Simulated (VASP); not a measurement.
# Bi2Te3: relaxation of cell and atoms with PBE

Bi2Te3:

```xyz
5
Lattice="5.5671 0.0000 0.0000 0.0000 5.5671 0.0000 0.0000 0.0000 5.5671" Properties=species:S:1:pos:R:3 pbc="T T T"
Bi    0.0000    0.0000    0.0000
Bi    2.7835    2.7835    2.7835
Te    0.0000    2.7835    2.7835
Te    2.7835    0.0000    2.7835
Te    2.7835    2.7835    0.0000
```

The cell was generated, and may not be a known phase.

```
Program                : VASP 6.6.1
Task                   : relaxation of cell and atoms
Functional             : PBE
Potentials or basis    : VASP PAW PBE potentials, release 64 (Bi_d, Te)
Cutoff                 : 600 eV
k mesh                 : 4 × 4 × 4
Occupations            : gaussian, width 0.1 eV
Spin                   : no spin polarisation
Dipole correction      : no
Further INCAR settings : ALGO = Normal; EDIFF = 1e-06; IBRION = 2; EDIFFG = -0.04; NSW = 90; ISIF = 3
```

* Relaxed volume: 40.09 Å³/atom
* Relaxed cell: a = 5.853 Å, b = 5.853 Å, c = 5.853 Å, α = 90.00°, β = 90.00°, γ = 90.00°
* Space group after relaxing (to 0.1 Å): Pm-3m (No. 221)
* Energy gained by relaxing: 105.6 meV/atom
* Ionic steps: 3
* Pressure after relaxing: 0.0 GPa
* Band gap on the k mesh: zero (bands 24 and 25 overlap by 0.62 eV)

Step by step:
```tsv
step	energy change (eV)	largest force (eV/Å)	pressure (GPa)	volume (Å³)
1	0.0000	0.0000	6.97	172.54
2	-0.4638	0.0000	-1.57	212.80
3	-0.5278	0.0000	0.04	200.46
```

Final structure:
```
Bi Te
1.0
     5.85256    0.00000    0.00000
     0.00000    5.85256    0.00000
     0.00000    0.00000    5.85256
Bi Te
2 3
Direct
  0.00000 0.00000 0.00000
  0.50000 0.50000 0.50000
  0.00000 0.50000 0.50000
  0.50000 0.00000 0.50000
  0.50000 0.50000 0.00000
```

Levels at points of the mesh, in eV from the Fermi level:
| k point | band 21 | band 22 | band 23 | band 24 | band 25 | band 26 | band 27 | band 28 |
| --- | --- | --- | --- | --- | --- | --- | --- | --- |
| (0.00, 0.00, 0.00) | -1.41 | -0.68 | -0.68 | -0.68 | 1.20 | 1.20 | 1.20 | 4.30 |
| (0.50, 0.00, 0.00) | -1.03 | -0.77 | -0.65 | -0.65 | 0.10 | 0.57 | 0.57 | 1.37 |
| (0.50, 0.50, 0.00) | -1.25 | -0.75 | -0.45 | 0.07 | 0.07 | 0.21 | 0.39 | 1.66 |
| (0.50, 0.50, 0.50) | 0.37 | 0.37 | 0.37 | 0.42 | 0.42 | 0.42 | 0.73 | 1.10 |

Wall time 89 s on 1 thread of Intel(R) Xeon(R) 6975P-C (Granite Rapids), on a shared host, peak memory 0.36 GiB.

Caveat: the volume moved by over 15 % at a fixed basis, so the end points are rough; spin-orbit coupling is left out, which moves the levels of the heavy elements.
